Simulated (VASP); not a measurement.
# GaP in VASP: single point with r2SCAN

Aim: the single point of GaP with r2SCAN.

All numbers are computed with VASP 6.6.1; they aren't measurements. Logs are shortened: lines on timing, memory, paths and dates and some standing lists are left out, and cuts for length are marked.

## Step 1: The cell of the first run

The cell holds a slab with vacuum, 8 atoms: a = 3.854 Å, b = 5.450 Å, c = 22.781 Å, α = 90.00°, β = 90.00°, γ = 90.00°.

## Step 2: Single point, r2SCAN

Input file POSCAR:

```
GaP
1.0
    3.8540855109      0.0000000000      0.0000000000
    0.0000000000      5.4505000000      0.0000000000
    0.0000000000      0.0000000000     22.7811282663
Ga P
4 4
Direct
    0.5000000000      0.5000000000      0.3731158484
    0.0000000000      0.0000000000      0.4577052828
    0.5000000000      0.4997288030      0.5460764495
    0.0000000000     -0.0645043070      0.6098361809
    0.0000000000      0.2500000000      0.3731158484
    0.5000000000      0.7500000000      0.4577052828
    0.0000000000      0.2535052818      0.5430549208
    0.5000000000      0.7255012934      0.6349558114
```

Input file INCAR.step1:

```
PREC = Accurate
ENCUT = 520
ISMEAR = 0
SIGMA = 0.05
LREAL = False
LASPH = True
NELM = 80
LDIPOL = True
IDIPOL = 3
DIPOL = 0.5 0.5 0.499
NBANDS = 46
GGA = PE
ALGO = Normal
EDIFF = 1E-4
LWAVE = True
LCHARG = False
```

Input file INCAR.step2:

```
PREC = Accurate
ENCUT = 520
EDIFF = 1E-7
ISMEAR = 0
SIGMA = 0.05
LREAL = False
LASPH = True
NELM = 80
ALGO = Normal
ISIF = 2
LWAVE = False
LCHARG = False
LDIPOL = True
IDIPOL = 3
DIPOL = 0.5 0.5 0.499
METAGGA = R2SCAN
LMIXTAU = True
NBANDS = 46
ISTART = 1
```

Input file KPOINTS:

```
regular mesh
0
Gamma
  7 5 1
```

Potentials or basis: VASP PAW PBE potentials, release 64 (Ga_d, P).

On the command line:

```bash
cat potpaw_PBE.64/Ga_d/POTCAR potpaw_PBE.64/P/POTCAR > POTCAR
cp INCAR.step1 INCAR
mpirun -np 1 vasp_std > vasp.out
cp INCAR.step2 INCAR
mpirun -np 1 vasp_std > vasp.out
```

OUTCAR:

```text
PREC = Accurate
   ENCUT = 520
   EDIFF = 1E-7
   ISMEAR = 0
   LREAL = False
   LASPH = True
   NELM = 80
   ISIF = 2
   METAGGA = R2SCAN
   ISTART = 1

 ion  position               nearest neighbor table
   1  0.500  0.500  0.373-   6 2.36   5 2.36   5 2.36
   2  0.000  0.000  0.458-   5 2.36   6 2.36   6 2.36   7 2.39
   3  0.500  0.500  0.546-   7 2.35   7 2.35   8 2.37   6 2.43
   4  0.000  0.935  0.610-   7 2.31   8 2.31   8 2.31
   5  0.000  0.250  0.373-   2 2.36   1 2.36   1 2.36
   6  0.500  0.750  0.458-   1 2.36   2 2.36   2 2.36   3 2.43
   7  0.000  0.254  0.543-   4 2.31   3 2.35   3 2.35   2 2.39
   8  0.500  0.726  0.635-   4 2.31   4 2.31   3 2.37

  LATTYP: Found a simple orthorhombic cell.
 ALAT       =     3.8540855109
 B/A-ratio  =     1.4142135624
 C/A-ratio  =     5.9109036896

  Lattice vectors:

 A1 = (   3.8540855109,   0.0000000000,   0.0000000000)
 A2 = (   0.0000000000,   5.4505000000,   0.0000000000)
 A3 = (   0.0000000000,   0.0000000000,  22.7811282663)

Analysis of symmetry for initial positions (statically):
=====================================================================
 Subroutine PRICEL returns:
 Original cell was already a primitive cell.

 Routine SETGRP: Setting up the symmetry group for a
 simple orthorhombic supercell.

 Subroutine GETGRP returns: Found  2 space group operations
 (whereof  2 operations were pure point group operations)
 out of a pool of  8 trial point group operations.

The static configuration has the point symmetry C_1h.

Analysis of symmetry for dynamics (positions and initial velocities):
=====================================================================
 Subroutine PRICEL returns:
 Original cell was already a primitive cell.

 Routine SETGRP: Setting up the symmetry group for a
 simple orthorhombic supercell.

 Subroutine GETGRP returns: Found  2 space group operations
 (whereof  2 operations were pure point group operations)
 out of a pool of  8 trial point group operations.

The dynamic configuration has the point symmetry C_1h.

 Subroutine INISYM returns: Found  2 space group operations
 (whereof  2 operations are pure point group operations),
 and found     1 'primitive' translations

----------------------------------------------------------------------------------------

                                     Primitive cell

  volume of cell :     478.5562

  direct lattice vectors                    reciprocal lattice vectors
     3.854085511  0.000000000  0.000000000     0.259464923  0.000000000  0.000000000
     0.000000000  5.450500000  0.000000000     0.000000000  0.183469406  0.000000000
     0.000000000  0.000000000 22.781128266     0.000000000  0.000000000  0.043895982

  length of vectors
     3.854085511  5.450500000 22.781128266     0.259464923  0.183469406  0.043895982

  position of ions in fractional coordinates (direct lattice)
     0.500000000  0.500000000  0.373115848
     0.000000000  0.000000000  0.457705283
     0.500000000  0.499728803  0.546076449
     0.000000000  0.935495693  0.609836181
     0.000000000  0.250000000  0.373115848
     0.500000000  0.750000000  0.457705283
     0.000000000  0.253505282  0.543054921
     0.500000000  0.725501293  0.634955811

  ion indices of the primitive-cell ions
   primitive index   ion index
                 1           1
                 2           2
                 3           3
                 4           4
                 5           5
                 6           6
                 7           7
                 8           8

----------------------------------------------------------------------------------------

 KPOINTS: regular mesh

Automatic generation of k-mesh.
 Grid dimensions read from file:
 generate k-points for:    7    5    1

 Generating k-lattice:

  Cartesian coordinates                     Fractional coordinates (reciprocal lattice)
     0.037066418  0.000000000  0.000000000     0.142857143  0.000000000  0.000000000
     0.000000000  0.036693881  0.000000000     0.000000000  0.200000000  0.000000000
     0.000000000  0.000000000  0.043895982     0.000000000  0.000000000  1.000000000

  Length of vectors
     0.037066418  0.036693881  0.043895982

  Shift w.r.t. Gamma in fractional coordinates (k-lattice)
     0.000000000  0.000000000  0.000000000

 Subroutine IBZKPT returns following result:
 ===========================================

 Found     12 irreducible k-points:

 Following reciprocal coordinates:
            Coordinates               Weight
  0.000000  0.000000  0.000000      1.000000
  0.142857  0.000000  0.000000      2.000000
  0.285714  0.000000  0.000000      2.000000
  0.428571  0.000000  0.000000      2.000000
  0.000000  0.200000  0.000000      2.000000
  0.142857  0.200000  0.000000      4.000000
  0.285714  0.200000  0.000000      4.000000
  0.428571  0.200000  0.000000      4.000000
  0.000000  0.400000  0.000000      2.000000
  0.142857  0.400000  0.000000      4.000000
  0.285714  0.400000  0.000000      4.000000
  0.428571  0.400000  0.000000      4.000000
   k-points           NKPTS =     12   k-points in BZ     NKDIM =     12   number of bands    NBANDS=     46
   number of dos      NEDOS =    301   number of ions     NIONS =      8
   total plane-waves  NPLWV = 226800
   dimension x,y,z NGX =    30 NGY =   42 NGZ =  180
   dimension x,y,z NGXF=    60 NGYF=   84 NGZF=  360
   ions per type =               4   4
   NGX,Y,Z   is equivalent  to a cutoff of  12.94, 12.81, 13.14 a.u.
   NGXF,Y,Z  is equivalent  to a cutoff of  25.88, 25.62, 26.27 a.u.
 SYSTEM =  unknown system
   PREC   = accura    normal or accurate (medium, high low for compatibility)
   ISTART =      1    job   : 0-new  1-cont  2-samecut
   ICHARG =      0    charge: 1-file 2-atom 10-const
   ISPIN  =      1    spin polarized calculation?
   LNONCOLLINEAR =      F non collinear calculations
   LSORBIT =      F    spin-orbit coupling
   LASPH  =      T    aspherical Exc in radial PAW
   ENCUT  =  520.0 eV  38.22 Ry    6.18 a.u.   7.17 10.13 42.36*2*pi/ulx,y,z
   NELM   =     80;   NELMIN=  2; NELMDL=  0     # of ELM steps
   EDIFF  = 0.1E-06   stopping-criterion for ELM
   LREAL  =      F    real-space projection
   EDIFFG = 0.1E-05   stopping-criterion for IOM
   NSW    =      0    number of steps for IOM
   IBRION =     -1    ionic relax: 0-MD 1-quasi-New 2-CG
   NFREE  =      0    steps in history (QN), initial steepest desc. (CG)
   ISIF   =      2    stress and relaxation
   ISYM   =      2    0-nonsym 1-usesym 2-fastsym
   POTIM  = 0.5000    time-step for ionic-motion
   TEBEG  =    0.0;   TEEND  =   0.0 temperature during run
   PSTRESS=    0.0 pullay stress
   NELECT =      72.0000    total number of electrons
   NUPDOWN=      -1.0000    fix difference up-down
   EMIN   =  10.00;   EMAX   =-10.00  energy-range for DOS
   EFERMI =   0.00;   METHOD = LEGACY
   ISMEAR =     0;   SIGMA  =   0.05  broadening in eV -4-tet -1-fermi 0-gaus
   EFERMI_NEDOS =   21; number of points for ismear=-14 and -15
   IALGO  =     38    algorithm
   IMIX   =      4    mixing-type and parameters
     AMIX     =   0.40;   BMIX     =  1.00
     AMIX_MAG =   1.60;   BMIX_MAG =  1.00
  volume/ion in A,a.u.               =      59.82       403.68
  Fermi-wavevector in a.u.,A,eV,Ry     =   0.870712  1.645408 10.315120  0.758140
  Thomas-Fermi vector in A             =   1.989717
   LORBIT       =      0    0 simple, 1 ext, 2 COOP (PROOUT), +10 PAW based schemes
   METAGGA = R2SCAN    functional components
   LHFCALC =     F    Hartree Fock is set to
   AEXX    =    0.0000 exact exchange contribution
   IVDW    =     0    specifies the selected vdW correction
   LEPSILON=     F    determine dielectric tensor
   LRPA    =     F    only Hartree local field effects (RPA)
 non-spin polarized calculation
 Gauss-broadening in eV      SIGMA  =   0.05
  energy-cutoff  :      520.00
  volume of cell :      478.56
 maximum number of plane-waves:     12943
 NGX is ok and might be reduce to    30
   NGX = 15   NGY = 21   NGZ = 85

 number of electron      71.9999994 magnetization

 dipolmoment           0.000000      0.000000      0.023915 electrons x Angstroem

 Free energy of the ion-electron system (eV)
  ---------------------------------------------------
  ext. energy  EPLUGINS =         0.00000000
  ---------------------------------------------------
  free energy    TOTEN  =       -82.74582897 eV

  energy without entropy =      -82.74582897  energy(sigma->0) =      -82.74582897

 E-fermi :  -1.8438     XC(G=0):  -4.1097

 val. band max:       -2.0604886698   @ k =   0.0000   0.0000   0.0000
 cond. band min:      -0.9469787049   @ k =   0.4286   0.4000   0.0000
 fundamental gap:      1.1135099649
 Fermi energy:        -1.8438225763

 k-point     1 :       0.0000    0.0000    0.0000
  band No.  band energies     occupation
      1     -17.2887      2.00000
      2     -17.2029      2.00000
      3     -17.1723      2.00000
      4     -17.1676      2.00000
      5     -17.1380      2.00000
      6     -17.1317      2.00000
[... 38 lines left out ...]
     45       3.0111      0.00000
     46       3.1095      0.00000

 k-point     2 :       0.1429    0.0000    0.0000
  band No.  band energies     occupation
      1     -17.2848      2.00000
      2     -17.2015      2.00000
      3     -17.1725      2.00000
      4     -17.1633      2.00000
      5     -17.1420      2.00000
      6     -17.1343      2.00000
[... 38 lines left out ...]
     45       3.2810      0.00000
     46       3.3170      0.00000

 k-point     3 :       0.2857    0.0000    0.0000
  band No.  band energies     occupation
      1     -17.2790      2.00000
      2     -17.1988      2.00000
      3     -17.1740      2.00000
      4     -17.1609      2.00000
      5     -17.1549      2.00000
      6     -17.1296      2.00000
[... 38 lines left out ...]
     45       3.5734      0.00000
     46       4.0657      0.00000

 k-point     4 :       0.4286    0.0000    0.0000
  band No.  band energies     occupation
      1     -17.2766      2.00000
      2     -17.1999      2.00000
      3     -17.1762      2.00000
      4     -17.1722      2.00000
      5     -17.1519      2.00000
      6     -17.1315      2.00000
[... 332 lines left out ...]
     45       3.2011      0.00000
     46       3.5361      0.00000

 k-point    11 :       0.2857    0.4000    0.0000
  band No.  band energies     occupation
      1     -17.2778      2.00000
      2     -17.1963      2.00000
      3     -17.1706      2.00000
      4     -17.1570      2.00000
      5     -17.1548      2.00000
      6     -17.1221      2.00000
[... 38 lines left out ...]
     45       3.8923      0.00000
     46       4.1710      0.00000

 k-point    12 :       0.4286    0.4000    0.0000
  band No.  band energies     occupation
      1     -17.2674      2.00000
      2     -17.1959      2.00000
      3     -17.1703      2.00000
      4     -17.1689      2.00000
      5     -17.1517      2.00000
      6     -17.1309      2.00000
[... 38 lines left out ...]
     45       3.8026      0.00000
     46       4.0620      0.00000

------------------------ aborting loop because EDIFF is reached ----------------------------------------

 vacuum level on the upper side and lower side of the slab       (xc-potential included)         0.092        -0.108

  FORCE on cell =-STRESS in cart. coord.  units (eV):
  Direction    XX          YY          ZZ          XY          YZ          ZX
  --------------------------------------------------------------------------------------
  -------------------------------------------------------------------------------------
  Total       -2.1599593     -1.8054578     -0.4609683      0.0000000      1.7080479      0.0000000
  in kB       -7.2314140     -6.0445644     -1.5432942      0.0000000      5.7184417      0.0000000
  external PRESSURE =      -4.9397575 kB  Pullay stress =       0.0000000 kB

 VOLUME and BASIS-vectors are now :
 -----------------------------------------------------------------------------
  energy-cutoff  :      520.00
  volume of cell :      478.56
      direct lattice vectors                 reciprocal lattice vectors
     3.854085511  0.000000000  0.000000000     0.259464923  0.000000000  0.000000000
     0.000000000  5.450500000  0.000000000     0.000000000  0.183469406  0.000000000
     0.000000000  0.000000000 22.781128266     0.000000000  0.000000000  0.043895982

 POSITION                                       TOTAL-FORCE (eV/Angst)
 -----------------------------------------------------------------------------------
      1.92704      2.72525      8.50000         0.000000     -1.386010      1.618410
      0.00000      0.00000     10.42704         0.000000      0.374649      0.060459
      1.92704      2.72377     12.44024         0.000000     -0.005168      0.007743
      0.00000      5.09892     13.89276         0.000000     -0.008651      0.008375
      0.00000      1.36262      8.50000         0.000000      0.493776     -1.404118
      1.92704      4.08788     10.42704         0.000000      0.523363     -0.272051
      0.00000      1.38173     12.37140         0.000000      0.007084     -0.003034
      1.92704      3.95434     14.46501         0.000000      0.000957     -0.015784
 -----------------------------------------------------------------------------------
    total drift:                                0.000000      0.001686     -0.018338

  FREE ENERGIE OF THE ION-ELECTRON SYSTEM (eV)
  ---------------------------------------------------
  free  energy   TOTEN  =       -82.7458289730 eV

  energy  without entropy=      -82.7458289729  energy(sigma->0) =      -82.74582897

 vacuum level on the upper side and lower side of the slab         3.370         3.163
```

Run time: 29 min. Hardware: 1 thread of Intel Xeon 6975P-C (Granite Rapids), shared host; peak memory 0.67 GiB.

What came out:

| Item | Value |
| --- | --- |
| Free energy | -82.7458 eV |
| Largest force | 2.131 eV/Å |
| Band gap on the k mesh | 1.11 eV (least direct gap 1.28 eV) |

Forces on the atoms (eV/Å):
```
Ga   0.000 -1.386  1.618
Ga   0.000  0.375  0.060
Ga   0.000 -0.005  0.008
Ga   0.000 -0.009  0.008
P    0.000  0.494 -1.404
P    0.000  0.523 -0.272
P    0.000  0.007 -0.003
P    0.000  0.001 -0.016
```

Caveat: the PAW data sets were made with another functional, which shifts forces and pressure a little.
